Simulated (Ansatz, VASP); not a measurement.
# HgS: VASP beside Ansatz

Contents of POSCAR:

```
HgS
1.0
    0.0000000000      3.0032277404      3.0032277404
    3.0032277404      0.0000000000      3.0032277404
    3.0032277404      3.0032277404      0.0000000000
Hg S
1 1
Direct
    0.0000000000      0.0000000000      0.0000000000
    0.7500000000      0.7500000000      0.7500000000
```

The input INCAR.step1:

```
  ALGO = Normal
  EDIFF = 1E-5
  ENCUT = 550
  GGA = PE
  GGA_COMPAT = False
  ISMEAR = 0
  LASPH = True
  LCHARG = False
  LREAL = False
  LWAVE = True
  NBANDS = 16
  NELM = 120
  PREC = Accurate
  SIGMA = 0.05
```

Contents of INCAR.step2:

```
  ALGO = Normal
  EDIFF = 1E-6
  ENCUT = 550
  GGA_COMPAT = False
  ISIF = 2
  ISMEAR = 0
  ISTART = 1
  LASPH = True
  LCHARG = False
  LMIXTAU = True
  LREAL = False
  LWAVE = False
  METAGGA = R2SCAN
  NBANDS = 16
  NELM = 120
  PREC = Accurate
  SIGMA = 0.05
```

Contents of KPOINTS:

```
k-points
0
Gamma
  8 8 8
```

Input for Ansatz:

```yaml
crystal:
  lattice:
    - [0.0, 3.0032277404, 3.0032277404]
    - [3.0032277404, 0.0, 3.0032277404]
    - [3.0032277404, 3.0032277404, 0.0]
  atoms:
    - { symbol: Hg, position: [0.0, 0.0, 0.0] }
    - { symbol: S, position: [0.75, 0.75, 0.75] }
basis:
  ecutwfc: 500
  ecutrho_ratio: 4
kpoints:
  mp_grid: { grid: [8, 8, 8] }
hamiltonian:
  xc: r2scan
scf:
  occupations: { method: gaussian, width: 0.05 }
output:
  forces: true
  stress: true
  eigenvalues: true
```

Alike in both runs: task single point; functional r2SCAN; k mesh 8 × 8 × 8; occupations gaussian, width 0.05 eV; no spin polarisation.

|  | VASP | Ansatz |
| --- | --- | --- |
| version | VASP 6.6.1 | Ansatz 0.2.0 |
| potentials or method | VASP PAW PBE potentials, release 64 (Hg, S), cutoff 550 eV | scalar-relativistic, plane waves, PAW |
| valence electrons in the cell | 18 | 26 |

|  | VASP | Ansatz | Ansatz less VASP |
| --- | --- | --- | --- |
| gap on the k mesh at the Fermi level (eV) | none | none | - |
| pressure (GPa) | -1.9 | -2.1 | -0.23 |

VASP's potentials were made for PBE, not for r2SCAN. A gap of «none» marks a metal or a gap that the smearing closes. VASP's potentials hold 18 valence electrons a cell and Ansatz's 26, so a difference there can come from the potentials and not from the codes.

Spin-orbit coupling is off throughout.
